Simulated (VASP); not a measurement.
Here is a VASP 6.6.1 calculation.

Contents of POSCAR:

```
Al3GaN4
1.0
    4.8905204001      0.0000000000     -0.0003877738
    0.0000000000      3.0445664026      0.0000000000
   -0.0036743960      0.0000000000      5.2701273624
Al Ga N
3 1 4
Direct
    0.5007334529      0.5000000000      0.1674724603
    0.0013888308      0.5000000000      0.8351570220
    0.0015917478      0.0000000000      0.3313954086
    0.4995067879      0.0000000000      0.6659320776
    0.1097226343      0.0000000000      0.6662378798
    0.1224534574      0.5000000000      0.1673219011
    0.6250275227      0.5000000000      0.8407613541
    0.6231745662      0.0000000000      0.3257228965
```

INCAR.step1

```
  PREC = Accurate
  ENCUT = 520
  ISMEAR = 0
  SIGMA = 0.02
  LREAL = False
  LASPH = True
  NELM = 100
  NBANDS = 31
  GGA = PE
  ALGO = Normal
  EDIFF = 1E-4
  LWAVE = True
  LCHARG = False
```

The input INCAR.step2:

```
  PREC = Accurate
  ENCUT = 520
  EDIFF = 1E-7
  ISMEAR = 0
  SIGMA = 0.02
  LREAL = False
  LASPH = True
  NELM = 100
  ALGO = Normal
  ISIF = 2
  LWAVE = False
  LCHARG = False
  METAGGA = R2SCAN
  LMIXTAU = True
  NBANDS = 31
  ISTART = 1
```

The input KPOINTS:

```
regular mesh
0
Gamma
  6 8 4
```

Potentials or basis: VASP PAW PBE potentials, release 64 (Al, Ga_d, N).

Run with:

```bash
$ cat potpaw_PBE.64/Al/POTCAR potpaw_PBE.64/Ga_d/POTCAR potpaw_PBE.64/N/POTCAR > POTCAR
$ cp INCAR.step1 INCAR
$ mpirun -np 1 vasp_std > vasp.out
$ cp INCAR.step2 INCAR
$ mpirun -np 1 vasp_std > vasp.out
```

Problem. Estimate the pressure.

Solution. 20.2 GPa.

Problem. What does it give for the largest force?

Solution. 0.094 eV/Å.

Forces on the atoms (eV/Å):
```
Al   0.011  0.000  0.000
Al   0.003  0.000  0.002
Al   0.005  0.000 -0.001
Ga   0.004  0.000 -0.006
N   -0.085  0.000  0.001
N   -0.003  0.000  0.001
N    0.045  0.000  0.082
N    0.020  0.000 -0.079
```

Caveat: the cell stands under pressure; the PAW data sets were made with another functional, which shifts forces and pressure a little.
